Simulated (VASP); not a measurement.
# InSb (Pmmn) in VASP: a series of runs, part 2 of 2

VASP 6.6.1. Earlier steps stand in the parts before.

**5. Single point, PBE**

INCAR reads:

```
PREC = Accurate
ENCUT = 520
EDIFF = 1E-6
ISMEAR = 0
SIGMA = 0.1
LREAL = False
LASPH = True
NELM = 80
ALGO = Normal
ISIF = 2
LWAVE = False
LCHARG = False
GGA = PE
NBANDS = 26
```

KPOINTS reads:

```
Automatic mesh
0
Gamma
  8 8 14
```

POSCAR reads:

```
InSb
1.0
    5.9204200000      0.0000000000      0.0000000000
    0.0000000000      5.9380040000      0.0000000000
    0.0000000000      0.0000000000      3.2224990000
In Sb
2 2
Direct
    0.0000000000      0.0000000000      0.0088050000
    0.5000000000      0.5000000000      0.9911950000
    0.0000000000      0.5000000000      0.2769970000
    0.5000000000      0.0000000000      0.7230030000
```

Launch:

```bash
$ cat potpaw_PBE.64/In_d/POTCAR potpaw_PBE.64/Sb/POTCAR > POTCAR
$ mpirun -np 1 vasp_std > vasp.out
```

Wall time 4.1 min (1 thread of Intel Xeon Platinum 8124M at 3.00GHz (Skylake/Cascade Lake), shared host); peak memory 0.61 GiB.

It converged, with:

```
Free energy            : -13.3630 eV
Pressure               : 0.0 GPa
Largest force          : 0.060 eV/Å
Band gap on the k mesh : zero (bands 18 and 19 overlap by 2.69 eV)
```

Forces in eV/Å, atoms in the order of the input:
```
In   0.000  0.000  0.000
In   0.000  0.000  0.000
Sb   0.000  0.000 -0.060
Sb   0.000  0.000  0.060
```

Stress tensor (GPa, compression positive):
```
-0.18  0.00  0.00
 0.00 -0.13  0.00
 0.00  0.00  0.28
```

Levels at points of the mesh, in eV from the Fermi level:
```
           k point  band 14  band 15  band 16  band 17  band 18  band 19  band 20  band 21  band 22  band 23
(0.00, 0.00, 0.00)    -4.51    -4.50    -3.35    -1.96    -1.95     3.30     3.73     4.57     5.93     6.38
(0.50, 0.00, 0.00)    -5.79    -3.51    -3.51     0.22     0.22     3.12     3.12     4.24     4.24     6.17
(0.00, 0.50, 0.00)    -5.77    -3.51    -3.51     0.18     0.18     3.10     3.10     4.23     4.23     6.17
(0.50, 0.50, 0.00)    -7.26    -0.38    -0.38     1.56     1.56     1.80     1.80     1.94     1.94     4.12
(0.00, 0.00, 0.50)    -3.79    -2.18    -1.65    -1.61    -0.82    -0.76    -0.70     0.47     0.90     3.05
(0.50, 0.00, 0.50)    -4.77    -2.13    -2.13    -1.25    -1.25    -1.10    -1.10     2.49     2.49     3.00
(0.00, 0.50, 0.50)    -4.80    -2.10    -2.10    -1.19    -1.19    -1.03    -1.03     2.38     2.38     2.99
(0.50, 0.50, 0.50)    -4.05    -3.98    -3.98    -2.82    -2.82     2.86     2.86     3.16     3.16     4.40
```

Caveat: spin-orbit coupling is left out, which moves the levels of the heavy elements.

**6. Single point, PBE**

INCAR reads:

```
SYSTEM = InSb
  PREC = Accurate
  ENCUT = 520
  EDIFF = 1E-6
  ISMEAR = 0
  SIGMA = 0.1
  LREAL = .False.
  LASPH = .True.
  NELM = 60
  ALGO = Normal
  ISIF = 2
  LWAVE = .False.
  LCHARG = .False.
  GGA = PE
  NBANDS = 26
```

KPOINTS reads:

```
Automatic mesh
0
Gamma
  8 8 12
  0 0 0
```

POSCAR is that of step 5.

Potentials or basis: VASP PAW PBE potentials, release 64 (In_d, Sb).

Launch:

```bash
$ cat potpaw_PBE.64/In_d/POTCAR potpaw_PBE.64/Sb/POTCAR > POTCAR
$ mpirun -np 1 vasp_std > vasp.out
```

OUTCAR:

```text
SYSTEM = InSb
   PREC = Accurate
   ENCUT = 520
   EDIFF = 1E-6
   ISMEAR = 0
   LREAL = .False.
   LASPH = .True.
   NELM = 60
   ISIF = 2
   GGA = PE

 ion  position               nearest neighbor table
   1  0.000  0.000  0.009-   3 3.09   3 3.09   4 3.10   4 3.10   4 3.75   4 3.75   3 3.79   3 3.79

   2  0.500  0.500  0.991-   4 3.09   4 3.09   3 3.10   3 3.10   3 3.75   3 3.75   4 3.79   4 3.79

   3  0.000  0.500  0.277-   1 3.09   1 3.09   2 3.10   2 3.10   2 3.75   2 3.75   1 3.79   1 3.79

   4  0.500  0.000  0.723-   2 3.09   2 3.09   1 3.10   1 3.10   1 3.75   1 3.75   2 3.79   2 3.79

  LATTYP: Found a simple orthorhombic cell.
 ALAT       =     3.2224990000
 B/A-ratio  =     1.8372139138
 C/A-ratio  =     1.8426705485

  Lattice vectors:

 A1 = (   0.0000000000,   0.0000000000,   3.2224990000)
 A2 = (   5.9204200000,   0.0000000000,   0.0000000000)
 A3 = (   0.0000000000,   5.9380040000,   0.0000000000)

Analysis of symmetry for initial positions (statically):
=====================================================================
 Subroutine PRICEL returns:
 Original cell was already a primitive cell.

 Routine SETGRP: Setting up the symmetry group for a
 simple orthorhombic supercell.

 Subroutine GETGRP returns: Found  8 space group operations
 (whereof  4 operations were pure point group operations)
 out of a pool of  8 trial point group operations.

The static configuration has the point symmetry C_2v.
 The point group associated with its full space group is D_2h.

Analysis of symmetry for dynamics (positions and initial velocities):
=====================================================================
 Subroutine PRICEL returns:
 Original cell was already a primitive cell.

 Routine SETGRP: Setting up the symmetry group for a
 simple orthorhombic supercell.

 Subroutine GETGRP returns: Found  8 space group operations
 (whereof  4 operations were pure point group operations)
 out of a pool of  8 trial point group operations.

The dynamic configuration has the point symmetry C_2v.
 The point group associated with its full space group is D_2h.

 Subroutine INISYM returns: Found  8 space group operations
 (whereof  4 operations are pure point group operations),
 and found     1 'primitive' translations

----------------------------------------------------------------------------------------

                                     Primitive cell

  volume of cell :     113.2885

  direct lattice vectors                    reciprocal lattice vectors
     5.920420000  0.000000000  0.000000000     0.168906936  0.000000000  0.000000000
     0.000000000  5.938004000  0.000000000     0.000000000  0.168406758  0.000000000
     0.000000000  0.000000000  3.222499000     0.000000000  0.000000000  0.310318172

  length of vectors
     5.920420000  5.938004000  3.222499000     0.168906936  0.168406758  0.310318172

  position of ions in fractional coordinates (direct lattice)
     0.000000000  0.000000000  0.008805000
     0.500000000  0.500000000  0.991195000
     0.000000000  0.500000000  0.276997000
     0.500000000  0.000000000  0.723003000

  ion indices of the primitive-cell ions
   primitive index   ion index
                 1           1
                 2           2
                 3           3
[... 25 lines left out ...]

 Found    175 irreducible k-points:

 Following reciprocal coordinates:
            Coordinates               Weight
  0.000000  0.000000  0.000000      1.000000
  0.125000  0.000000  0.000000      2.000000
  0.250000  0.000000  0.000000      2.000000
  0.375000  0.000000  0.000000      2.000000
  0.500000  0.000000  0.000000      1.000000
  0.000000  0.125000  0.000000      2.000000
[... 16 lines left out ...]
  0.250000  0.500000  0.000000      2.000000
  0.375000  0.500000  0.000000      2.000000
 [... further k-points ...]
   k-points           NKPTS =    175   k-points in BZ     NKDIM =    175   number of bands    NBANDS=     26
   number of dos      NEDOS =    301   number of ions     NIONS =      4
   total plane-waves  NPLWV =  55296
   dimension x,y,z NGX =    48 NGY =   48 NGZ =   24
   dimension x,y,z NGXF=    96 NGYF=   96 NGZF=   48
   ions per type =               2   2
   NGX,Y,Z   is equivalent  to a cutoff of  13.48, 13.44, 12.38 a.u.
   NGXF,Y,Z  is equivalent  to a cutoff of  26.96, 26.88, 24.76 a.u.
 SYSTEM =  InSb
   PREC   = accura    normal or accurate (medium, high low for compatibility)
   ISTART =      0    job   : 0-new  1-cont  2-samecut
   ICHARG =      2    charge: 1-file 2-atom 10-const
   ISPIN  =      1    spin polarized calculation?
   LNONCOLLINEAR =      F non collinear calculations
   LSORBIT =      F    spin-orbit coupling
   LASPH  =      T    aspherical Exc in radial PAW
   ENCUT  =  520.0 eV  38.22 Ry    6.18 a.u.  11.01 11.04  5.99*2*pi/ulx,y,z
   NELM   =     60;   NELMIN=  2; NELMDL= -5     # of ELM steps
   EDIFF  = 0.1E-05   stopping-criterion for ELM
   LREAL  =      F    real-space projection
   EDIFFG = 0.1E-04   stopping-criterion for IOM
   NSW    =      0    number of steps for IOM
   IBRION =     -1    ionic relax: 0-MD 1-quasi-New 2-CG
   NFREE  =      0    steps in history (QN), initial steepest desc. (CG)
   ISIF   =      2    stress and relaxation
   ISYM   =      2    0-nonsym 1-usesym 2-fastsym
   POTIM  = 0.5000    time-step for ionic-motion
   TEBEG  =    0.0;   TEEND  =   0.0 temperature during run
   PSTRESS=    0.0 pullay stress
   NELECT =      36.0000    total number of electrons
   NUPDOWN=      -1.0000    fix difference up-down
   EMIN   =  10.00;   EMAX   =-10.00  energy-range for DOS
   EFERMI =   0.00;   METHOD = LEGACY
   ISMEAR =     0;   SIGMA  =   0.10  broadening in eV -4-tet -1-fermi 0-gaus
   EFERMI_NEDOS =   21; number of points for ismear=-14 and -15
   IALGO  =     38    algorithm
   IMIX   =      4    mixing-type and parameters
     AMIX     =   0.40;   BMIX     =  1.00
     AMIX_MAG =   1.60;   BMIX_MAG =  1.00
  volume/ion in A,a.u.               =      28.32       191.13
  Fermi-wavevector in a.u.,A,eV,Ry     =   1.117156  2.111118 16.980574  1.248037
  Thomas-Fermi vector in A             =   2.253776
   LORBIT       =      0    0 simple, 1 ext, 2 COOP (PROOUT), +10 PAW based schemes
   GGA     = PE    functional components
   LHFCALC =     F    Hartree Fock is set to
   AEXX    =    0.0000 exact exchange contribution
   IVDW    =     0    specifies the selected vdW correction
   LEPSILON=     F    determine dielectric tensor
   LRPA    =     F    only Hartree local field effects (RPA)
 non-spin polarized calculation
 Gauss-broadening in eV      SIGMA  =   0.10
  energy-cutoff  :      520.00
  volume of cell :      113.29
 maximum number of plane-waves:      3081
 NGX is ok and might be reduce to    48
   NGX = 23   NGY = 23   NGZ = 11

 number of electron      36.0000004 magnetization

 Free energy of the ion-electron system (eV)
  ---------------------------------------------------
  ext. energy  EPLUGINS =         0.00000000
  ---------------------------------------------------
  free energy    TOTEN  =       -13.37415872 eV

  energy without entropy =      -13.36436855  energy(sigma->0) =      -13.36926363

 E-fermi :   7.0246     XC(G=0):  -9.8743

 val. band max:        7.0219604725   @ k =   0.3750   0.1250   0.5000
 cond. band min:       7.0388558047   @ k =   0.2500   0.3750   0.2500
 fundamental gap:      0.0168953321
 Fermi energy:         7.0246472936

 k-point     1 :       0.0000    0.0000    0.0000
  band No.  band energies     occupation
      1      -7.6919      2.00000
      2      -7.6611      2.00000
      3      -7.5672      2.00000
      4      -7.4547      2.00000
      5      -7.4378      2.00000
      6      -7.3780      2.00000
[... 685 lines left out ...]
     25      14.4641      0.00000
     26      14.4641      0.00000

 [... further k-points ...]

------------------------ aborting loop because EDIFF is reached ----------------------------------------

  FORCE on cell =-STRESS in cart. coord.  units (eV):
  Direction    XX          YY          ZZ          XY          YZ          ZX
  --------------------------------------------------------------------------------------
  -------------------------------------------------------------------------------------
  Total       -0.1883988     -0.1319398      0.4059547      0.0000000      0.0000000      0.0000000
  in kB       -2.6644212     -1.8659530      5.7411952      0.0000000      0.0000000      0.0000000
  external PRESSURE =       0.4036070 kB  Pullay stress =       0.0000000 kB

 VOLUME and BASIS-vectors are now :
 -----------------------------------------------------------------------------
  energy-cutoff  :      520.00
  volume of cell :      113.29
      direct lattice vectors                 reciprocal lattice vectors
     5.920420000  0.000000000  0.000000000     0.168906936  0.000000000  0.000000000
     0.000000000  5.938004000  0.000000000     0.000000000  0.168406758  0.000000000
     0.000000000  0.000000000  3.222499000     0.000000000  0.000000000  0.310318172

 POSITION                                       TOTAL-FORCE (eV/Angst)
 -----------------------------------------------------------------------------------
      0.00000      0.00000      0.02837         0.000000      0.000000      0.000509
      2.96021      2.96900      3.19412         0.000000      0.000000     -0.000509
      0.00000      2.96900      0.89262         0.000000      0.000000     -0.054466
      2.96021      0.00000      2.32988         0.000000      0.000000      0.054466
 -----------------------------------------------------------------------------------
    total drift:                                0.000000      0.000000      0.000000

  FREE ENERGIE OF THE ION-ELECTRON SYSTEM (eV)
  ---------------------------------------------------
  free  energy   TOTEN  =       -13.3741587193 eV

  energy  without entropy=      -13.3643685498  energy(sigma->0) =      -13.36926363
```

OSZICAR:

```text
N       E                     dE             d eps       ncg     rms          rms(c)
DAV:   1     0.286373867564E+03    0.28637E+03   -0.15705E+04  9100   0.148E+03
DAV:   2     0.116802647781E+02   -0.27469E+03   -0.26844E+03  9464   0.365E+02
DAV:   3    -0.124849492193E+02   -0.24165E+02   -0.23695E+02 11518   0.122E+02
DAV:   4    -0.134040512342E+02   -0.91910E+00   -0.91466E+00 10518   0.247E+01
DAV:   5    -0.134579777752E+02   -0.53927E-01   -0.53919E-01 14202   0.552E+00    0.424E+00
DAV:   6    -0.133792755545E+02    0.78702E-01   -0.18666E-01 12286   0.543E+00    0.236E+00
DAV:   7    -0.133748029033E+02    0.44727E-02   -0.64741E-02 12144   0.228E+00    0.492E-01
DAV:   8    -0.133740439680E+02    0.75894E-03   -0.85740E-03 11072   0.101E+00    0.183E-01
DAV:   9    -0.133741714523E+02   -0.12748E-03   -0.91112E-04 12134   0.286E-01    0.692E-02
DAV:  10    -0.133741559006E+02    0.15552E-04   -0.10127E-04 12872   0.113E-01    0.306E-02
DAV:  11    -0.133741581194E+02   -0.22188E-05   -0.98654E-06 10000   0.236E-02    0.141E-02
DAV:  12    -0.133741587193E+02   -0.59984E-06   -0.64691E-07  5312   0.572E-03
   1 F= -.13374159E+02 E0= -.13369264E+02  d E =-.979017E-02
```

Run time: 2.6 min. Hardware: 1 thread of Intel Xeon 6975P-C (Granite Rapids), shared host; peak memory 0.56 GiB.

What came out:

- Free energy: -13.3742 eV
- Pressure: 0.0 GPa
- Largest force: 0.054 eV/Å
- Band gap on the k mesh: zero (bands 18 and 19 overlap by 2.75 eV)

Forces on the atoms (eV/Å):
```
In   0.000  0.000  0.001
In   0.000  0.000 -0.001
Sb   0.000  0.000 -0.054
Sb   0.000  0.000  0.054
```

Caveat: spin-orbit coupling is left out, which moves the levels of the heavy elements.

**7. Overview**

| k mesh | smearing | gap on the mesh (eV) | pressure (GPa) | largest force (eV/Å) |
| --- | --- | --- | --- | --- |
| 4 × 4 × 7 | gaussian 0.01 eV | none | 0.0 | 0.01 |
| 6 × 6 × 10 | gaussian 0.1 eV | none | 0.0 | 0.05 |
| 6 × 6 × 10, shifted | gaussian 0.1 eV | none | -0.1 | 0.07 |
| 8 × 8 × 14 | gaussian 0.1 eV | none | 0.0 | 0.06 |
| 8 × 8 × 12 | gaussian 0.1 eV | none | 0.0 | 0.05 |

Alike in all rows: task single point; level PBE; potentials or basis VASP PAW PBE potentials, release 64 (In_d, Sb); no spin polarisation; cell as given; cutoff (eV) 520.

Caveats: spin-orbit coupling is left out, which moves the levels of the heavy elements.

Total energies depend on the potentials used, so only differences within one code and one set of settings carry meaning.
